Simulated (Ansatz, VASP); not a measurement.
**C in VASP and in Ansatz**

INCAR

```
SYSTEM = C
PREC = Accurate
ENCUT = 520
EDIFF = 1E-7
ISMEAR = -1
SIGMA = 0.02
LREAL = .False.
LASPH = .True.
NELM = 60
ALGO = Normal
ISIF = 2
LWAVE = .False.
LCHARG = .False.
LDIPOL = .True.
IDIPOL = 3
DIPOL = 0.5 0.5 0.500
GGA = PE
NBANDS = 16
```

KPOINTS

```
Automatic mesh
0
Gamma
  12 12 1
  0 0 0
```

File POSCAR:

```
C
1.0
    2.5255274270      0.0000000000      0.0000000000
    0.0000000000      2.5255274270      0.0000000000
    0.0000000000      0.0000000000     18.6787000000
C
4
Direct
    0.0000000000      0.2500000000      0.4282946256
    0.5000000000      0.2500000000      0.4760982085
    0.5000000000      0.7500000000      0.5239017915
    0.0000000000      0.7500000000      0.5717053744
```

Input for Ansatz:

```yaml
crystal:
  lattice:
    - [2.525527427, 0.0, 0.0]
    - [0.0, 2.525527427, 0.0]
    - [0.0, 0.0, 18.6787]
  atoms:
    - { symbol: C, position: [0.0, 0.25, 0.4282946256] }
    - { symbol: C, position: [0.5, 0.25, 0.4760982085] }
    - { symbol: C, position: [0.5, 0.75, 0.5239017915] }
    - { symbol: C, position: [0.0, 0.75, 0.5717053744] }
kpoints:
  mp_grid: { grid: [12, 12, 1] }
scf:
  occupations: { method: fermi_dirac, width: 0.02 }
hamiltonian:
  xc: pbe
  pseudopotentials: { kind: paw }
output:
  forces: true
  stress: true
  eigenvalues: true
  populations: true
efield:
  axis: 3
  amplitude: 0
  dipole_correction: true
```

Alike in both runs: task single point; functional PBE; k mesh 12 × 12 × 1; occupations fermi-dirac, width 0.02 eV; no spin polarisation.

|  | VASP | Ansatz |
| --- | --- | --- |
| version | VASP 6.6.1 | Ansatz 0.2.0 |
| potentials or method | VASP PAW PBE potentials, release 64 (C) | PAW with Ansatz's default frozen-core files, scalar-relativistic |
| plane-wave cutoff (eV) | 520 | 420 |
| valence electrons in the cell | 16 | 16 |

```csv
,VASP,Ansatz,Ansatz less VASP
rms of the force components (eV/Å),1.712,1.723,+0.0104
```

Atom by atom the forces differ by 0.015 eV/Å (rms over components).
